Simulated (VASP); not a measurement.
# TePb (I4/mmm) in VASP: a series of runs

Runs on TePb. Level: PBE. Tasks: electric field gradients.

All numbers are computed with VASP 6.6.1; they aren't measurements. Logs are shortened: lines on timing, memory, paths and dates and some standing lists are left out, and cuts for length are marked.

## Step 1: The cell of the first run

It takes space group I4/mmm (No. 139, tetragonal). The conventional cell has a = 4.632 Å, b = 4.632 Å, c = 6.454 Å, α = 90.00°, β = 90.00°, γ = 90.00°. Within 4.2 Å of Te (site symmetry 4/mmm) lie 6 Pb at 3.23 to 3.28 Å. Within 4.2 Å of Pb (site symmetry 4/mmm) lie 6 Te at 3.23 to 3.28 Å.

## Step 2: Electric field gradients, PBE (x and y stretched by +1.5 %, z held)

File INCAR:

```
  PREC = Accurate
  ENCUT = 520
  EDIFF = 1E-8
  ISMEAR = -1
  SIGMA = 0.08
  LREAL = False
  LASPH = True
  NELM = 100
  ALGO = Normal
  ISIF = 2
  LWAVE = False
  LCHARG = False
  GGA = PE
  LEFG = True
  NBANDS = 17
```

File KPOINTS:

```
Automatic mesh
0
Gamma
  11 11 11
```

File POSCAR:

```
TePb
1.0
    0.0000000000      3.2754050000      3.2270000000
    3.2754050000      0.0000000000      3.2270000000
    3.2754050000      3.2754050000      0.0000000000
Te Pb
1 1
Direct
    0.5000000000      0.5000000000      0.5000000000
    0.0000000000      0.0000000000      0.0000000000
```

Potentials or basis: VASP PAW PBE potentials, release 64 (Te, Pb_d).

On the command line:

```
$ cat potpaw_PBE.64/Te/POTCAR potpaw_PBE.64/Pb_d/POTCAR > POTCAR
$ mpirun -np 1 vasp_std > vasp.out
```

OUTCAR:

```text
PREC = Accurate
   ENCUT = 520
   EDIFF = 1E-8
   ISMEAR = -1
   LREAL = False
   LASPH = True
   NELM = 100
   ISIF = 2
   GGA = PE

 ion  position               nearest neighbor table
   1  0.500  0.500  0.500-   2 3.23   2 3.23   2 3.28   2 3.28   2 3.28   2 3.28
   2  0.000  0.000  0.000-   1 3.23   1 3.23   1 3.28   1 3.28   1 3.28   1 3.28

  LATTYP: Found a body centered tetragonal cell.
 ALAT       =     4.6321221733
 C/A-ratio  =     1.3933138546

  Lattice vectors:

 A1 = (   0.0000000000,  -3.2754050000,  -3.2270000000)
 A2 = (   0.0000000000,   3.2754050000,  -3.2270000000)
 A3 = (   3.2754050000,   0.0000000000,   3.2270000000)

Analysis of symmetry for initial positions (statically):
=====================================================================
 Subroutine PRICEL returns:
 Original cell was already a primitive cell.

 Routine SETGRP: Setting up the symmetry group for a
 body centered tetragonal supercell.

 Subroutine GETGRP returns: Found 16 space group operations
 (whereof 16 operations were pure point group operations)
 out of a pool of 16 trial point group operations.

The static configuration has the point symmetry D_4h.

Analysis of symmetry for dynamics (positions and initial velocities):
=====================================================================
 Subroutine PRICEL returns:
 Original cell was already a primitive cell.

 Routine SETGRP: Setting up the symmetry group for a
 body centered tetragonal supercell.

 Subroutine GETGRP returns: Found 16 space group operations
 (whereof 16 operations were pure point group operations)
 out of a pool of 16 trial point group operations.

The dynamic configuration has the point symmetry D_4h.

 Subroutine INISYM returns: Found 16 space group operations
 (whereof 16 operations are pure point group operations),
 and found     1 'primitive' translations

----------------------------------------------------------------------------------------

                                     Primitive cell

  volume of cell :      69.2403

  direct lattice vectors                    reciprocal lattice vectors
     0.000000000  3.275405000  3.227000000    -0.152652878  0.152652878  0.154942671
     3.275405000  0.000000000  3.227000000     0.152652878 -0.152652878  0.154942671
[... 116 lines left out ...]
 non-spin polarized calculation
  energy-cutoff  :      520.00
  volume of cell :       69.24
 maximum number of plane-waves:      1885
 NGX is ok and might be reduce to    36
   NGX = 17   NGY = 17   NGZ = 17

 number of electron      20.0000003 magnetization

 Free energy of the ion-electron system (eV)
  ---------------------------------------------------
  ext. energy  EPLUGINS =         0.00000000
  ---------------------------------------------------
  free energy    TOTEN  =        -7.51481153 eV

  energy without entropy =       -7.51469879  energy(sigma->0) =       -7.51475516

 E-fermi :   5.7341     XC(G=0):  -9.1828

 val. band max:        5.2509033996   @ k =   0.4545   0.0000   0.0000
 cond. band min:       6.1414299271   @ k =   0.4545   0.0000   0.0000
 fundamental gap:      0.8905265275
 Fermi energy:         5.7341419907

 k-point     1 :       0.0000    0.0000    0.0000
  band No.  band energies     occupation
      1     -11.3922      2.00000
      2     -11.3858      2.00000
      3     -11.3847      2.00000
      4     -11.3800      2.00000
      5     -11.3800      2.00000
      6      -6.5144      2.00000
[... 457 lines left out ...]
      4     -11.3745      2.00000
      5     -11.3727      2.00000
      6      -5.8344      2.00000
[... 9 lines left out ...]
     16      13.8800      0.00000
     17      14.1014      0.00000

 [... further k-points ...]
[... 5 lines left out ...]
  --------------------------------------------------------------------------------------
  -------------------------------------------------------------------------------------
  Total        0.1624817      0.1624817      0.8889901      0.0000000     -0.0000000      0.0000000
  in kB        3.7597251      3.7597251     20.5706745      0.0000000     -0.0000000      0.0000000
  external PRESSURE =       9.3633749 kB  Pullay stress =       0.0000000 kB

 VOLUME and BASIS-vectors are now :
 -----------------------------------------------------------------------------
  energy-cutoff  :      520.00
  volume of cell :       69.24
      direct lattice vectors                 reciprocal lattice vectors
     0.000000000  3.275405000  3.227000000    -0.152652878  0.152652878  0.154942671
     3.275405000  0.000000000  3.227000000     0.152652878 -0.152652878  0.154942671
     3.275405000  3.275405000  0.000000000     0.152652878  0.152652878 -0.154942671

 POSITION                                       TOTAL-FORCE (eV/Angst)
 -----------------------------------------------------------------------------------
      3.27541      3.27541      3.22700        -0.000000     -0.000000      0.000000
      0.00000      0.00000      0.00000         0.000000      0.000000     -0.000000
 -----------------------------------------------------------------------------------
    total drift:                               -0.000000      0.000000      0.000000

  FREE ENERGIE OF THE ION-ELECTRON SYSTEM (eV)
  ---------------------------------------------------
  free  energy   TOTEN  =        -7.5148115318 eV

  energy  without entropy=       -7.5146987926  energy(sigma->0) =       -7.51475516

 Electric field gradients (V/A^2)
---------------------------------------------------------------------
 ion       V_xx      V_yy      V_zz      V_xy      V_xz      V_yz
---------------------------------------------------------------------
   1       3.043     3.043    -6.086    -0.000    -0.000    -0.000
   2      23.676    23.676   -47.351    -0.000    -0.000    -0.000
---------------------------------------------------------------------

 Electric field gradients after diagonalization (V/A^2)
 (convention: |V_zz| > |V_xx| > |V_yy|)
----------------------------------------------------------------------
 ion       V_xx      V_yy      V_zz     asymmetry (V_yy - V_xx)/ V_zz
----------------------------------------------------------------------
   1       3.043     3.043    -6.086       0.000
   2      23.676    23.675   -47.351       0.000
----------------------------------------------------------------------

           NMR quadrupolar parameters

 Cq : quadrupolar parameter    Cq=e*Q*V_zz/h
 eta: asymmetry parameters     (V_yy - V_xx)/ V_zz
 Q  : nuclear electric quadrupole moment in mb (millibarn)
----------------------------------------------------------------------
 ion       Cq(MHz)       eta       Q (mb)
----------------------------------------------------------------------
   1      -0.015       0.000       1.000
   2      -0.114       0.000       1.000
----------------------------------------------------------------------
```

OSZICAR:

```text
N       E                     dE             d eps       ncg     rms          rms(c)
DAV:   1     0.151943579196E+03    0.15194E+03   -0.90964E+03  4300   0.113E+03
DAV:   2     0.302016187785E+01   -0.14892E+03   -0.14466E+03  4517   0.293E+02
DAV:   3    -0.736500188737E+01   -0.10385E+02   -0.10317E+02  5661   0.839E+01
DAV:   4    -0.763643556132E+01   -0.27143E+00   -0.27127E+00  5356   0.154E+01
DAV:   5    -0.764795240070E+01   -0.11517E-01   -0.11516E-01  6133   0.287E+00    0.314E+00
DAV:   6    -0.751623945209E+01    0.13171E+00   -0.29291E-01  6297   0.368E+00    0.192E+00
DAV:   7    -0.751279915670E+01    0.34403E-02   -0.87134E-02  5369   0.140E+00    0.911E-01
DAV:   8    -0.751497035289E+01   -0.21712E-02   -0.10468E-02  5302   0.103E+00    0.153E-01
DAV:   9    -0.751475936721E+01    0.21099E-03   -0.15535E-03  6424   0.409E-01    0.671E-02
DAV:  10    -0.751480620082E+01   -0.46834E-04   -0.16909E-04  5053   0.932E-02    0.206E-02
DAV:  11    -0.751481183623E+01   -0.56354E-05   -0.34253E-05  6027   0.457E-02    0.129E-02
DAV:  12    -0.751481193937E+01   -0.10314E-06   -0.18399E-06  5253   0.113E-02    0.974E-03
DAV:  13    -0.751481144076E+01    0.49860E-06   -0.75805E-07  5372   0.644E-03    0.283E-03
DAV:  14    -0.751481148984E+01   -0.49076E-07   -0.28108E-07  5805   0.382E-03    0.129E-03
DAV:  15    -0.751481151261E+01   -0.22777E-07   -0.19535E-08  4988   0.959E-04    0.644E-04
DAV:  16    -0.751481153421E+01   -0.21600E-07   -0.44711E-09  2687   0.501E-04    0.122E-04
DAV:  17    -0.751481153182E+01    0.23924E-08   -0.66316E-10  2540   0.247E-04
   1 F= -.75148115E+01 E0= -.75147552E+01  d E =-.112739E-03
```

stdout:

```text
POSCAR found type information on POSCAR TePb
 POSCAR found :  2 types and       2 ions
 scaLAPACK will be used
 LDA part: xc-table for (Slater+PW92), standard interpolation
 POSCAR, INCAR and KPOINTS ok, starting setup
 FFT: planning ... GRIDC
 FFT: planning ... GRID_SOFT
 FFT: planning ... GRID
 WAVECAR not read
 entering main loop
ion   1

ion   2
```

Wall time 75 s (1 thread of Intel Xeon Platinum 8559C (Emerald Rapids), shared host); peak memory 0.31 GiB.

What came out:

- Free energy: -7.5148 eV
- Pressure: 0.9 GPa
- Band gap on the k mesh: 0.89 eV, direct

Stress tensor (GPa, compression positive):
```
0.38 0.00 0.00
0.00 0.38 0.00
0.00 0.00 2.06
```

Levels at points of the mesh, in eV from the valence-band top:
```
           k point  band 8  band 9  band 10  band 11  band 12  band 13
(0.00, 0.00, 0.00)   -1.30   -1.16    -1.16     3.98     3.98     4.32
```

Electric field gradients, principal values (V/Å²):
| atom | least | middle | greatest (by size) |
| --- | --- | --- | --- |
| 1 Te | 3.043 | 3.043 | -6.086 |
| 2 Pb | 23.675 | 23.676 | -47.351 |

Caveat: the cell differs from its parent crystal (x and y stretched by +1.5 %, z held); without QUAD_EFG the Cq values of the log hold for a quadrupole moment of 1 mb, not for the nuclei; spin-orbit coupling is left out, which moves the levels of the heavy elements. A k mesh can miss the band edges.

## Step 3: Electric field gradients, PBE (x and y stretched by +1.5 %, z held)

File INCAR:

```
SYSTEM = TePb
PREC = Accurate ; ENCUT = 520
EDIFF = 1E-8 ; ISMEAR = -1
SIGMA = 0.08 ; LREAL = .False.
LASPH = .True. ; NELM = 100
ALGO = Normal ; ISIF = 2
LWAVE = .False. ; LCHARG = .False.
GGA = PE ; LEFG = .True.
NBANDS = 17
```

File KPOINTS:

```
Automatic mesh
0
Gamma
  11 11 11
  0 0 0
```

POSCAR is that of step 2.

Potentials or basis: VASP PAW PBE potentials, release 64 (Te, Pb_d).

On the command line:

```
$ cat potpaw_PBE.64/Te/POTCAR potpaw_PBE.64/Pb_d/POTCAR > POTCAR
$ mpirun -np 1 vasp_std > vasp.out
```

OUTCAR:

```text
SYSTEM = TePb
   PREC = Accurate
   ENCUT = 520
   EDIFF = 1E-8
   ISMEAR = -1
   LREAL = .False.
   LASPH = .True.
   NELM = 100
   ISIF = 2
   GGA = PE

 ion  position               nearest neighbor table
   1  0.500  0.500  0.500-   2 3.23   2 3.23   2 3.28   2 3.28   2 3.28   2 3.28
   2  0.000  0.000  0.000-   1 3.23   1 3.23   1 3.28   1 3.28   1 3.28   1 3.28

  LATTYP: Found a body centered tetragonal cell.
 ALAT       =     4.6321221733
 C/A-ratio  =     1.3933138546

  Lattice vectors:

[... 694 lines left out ...]
  ---------------------------------------------------
  free  energy   TOTEN  =        -7.5148115318 eV

  energy  without entropy=       -7.5146987926  energy(sigma->0) =       -7.51475516

 Electric field gradients (V/A^2)
---------------------------------------------------------------------
 ion       V_xx      V_yy      V_zz      V_xy      V_xz      V_yz
---------------------------------------------------------------------
   1       3.043     3.043    -6.086    -0.000    -0.000    -0.000
   2      23.676    23.676   -47.351    -0.000    -0.000    -0.000
---------------------------------------------------------------------

 Electric field gradients after diagonalization (V/A^2)
 (convention: |V_zz| > |V_xx| > |V_yy|)
----------------------------------------------------------------------
 ion       V_xx      V_yy      V_zz     asymmetry (V_yy - V_xx)/ V_zz
----------------------------------------------------------------------
   1       3.043     3.043    -6.086       0.000
   2      23.676    23.675   -47.351       0.000
----------------------------------------------------------------------

           NMR quadrupolar parameters

 Cq : quadrupolar parameter    Cq=e*Q*V_zz/h
 eta: asymmetry parameters     (V_yy - V_xx)/ V_zz
 Q  : nuclear electric quadrupole moment in mb (millibarn)
----------------------------------------------------------------------
 ion       Cq(MHz)       eta       Q (mb)
----------------------------------------------------------------------
   1      -0.015       0.000       1.000
   2      -0.114       0.000       1.000
----------------------------------------------------------------------
```

stdout:

```text
POSCAR found type information on POSCAR TePb
 POSCAR found :  2 types and       2 ions
 scaLAPACK will be used
 LDA part: xc-table for (Slater+PW92), standard interpolation
 POSCAR, INCAR and KPOINTS ok, starting setup
 FFT: planning ... GRIDC
 FFT: planning ... GRID_SOFT
 FFT: planning ... GRID
 WAVECAR not read
 entering main loop
ion   1

ion   2
```

Run time: 70 s. Hardware: 1 thread of Intel Xeon Platinum 8559C (Emerald Rapids), shared host; peak memory 0.31 GiB.

Results:

```
Free energy            : -7.5148 eV
Pressure               : 0.9 GPa
Band gap on the k mesh : 0.89 eV, direct
```

Electric field gradients, principal values (V/Å²):
```
atom   least  middle  greatest (by size)
1 Te   3.043   3.043              -6.086
2 Pb  23.675  23.676             -47.351
```

Caveat: the cell differs from its parent crystal (x and y stretched by +1.5 %, z held); without QUAD_EFG the Cq values of the log hold for a quadrupole moment of 1 mb, not for the nuclei; spin-orbit coupling is left out, which moves the levels of the heavy elements. A k mesh can miss the band edges.
